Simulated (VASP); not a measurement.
Zn, 1 atom in the cell. Symmetry: Fm-3m, No. 225, cubic system. The conventional cell has a = 3.643 Å, b = 3.643 Å, c = 3.643 Å, α = 90.00°, β = 90.00°, γ = 90.00°. Zn (site symmetry m-3m) has 12 Zn at 2.58 Å within 3.4 Å. 

- Program: VASP 6.6.1
- Task: single point
- Functional: LDA
- Potentials or basis: VASP PAW LDA potentials, release 64 (Zn)
- Cutoff: 520 eV
- k mesh: 18 × 18 × 18
- Occupations: fermi-dirac, width 0.1 eV
- Spin: no spin polarisation
- Dipole correction: no
- Further INCAR settings: ALGO = Normal; EDIFF = 1e-06; NBANDS = 12

Potentials or basis: VASP PAW LDA potentials, release 64 (Zn).

The run is started by

```console
$ cat potpaw_LDA.64/Zn/POTCAR > POTCAR
$ mpirun -np 1 vasp_std > vasp.out
```

Hardware: 1 thread of Intel(R) Xeon(R) Platinum 8259CL CPU @ 2.50GHz (Skylake/Cascade Lake), with other jobs on the host.

**Question.** Estimate the wall time of this run.

**Answer.** Wall time 17 s on 1 thread of Intel(R) Xeon(R) Platinum 8259CL CPU @ 2.50GHz (Skylake/Cascade Lake), on a shared host, peak memory 0.13 GiB. Counts: scf iterations 10, k points 195.
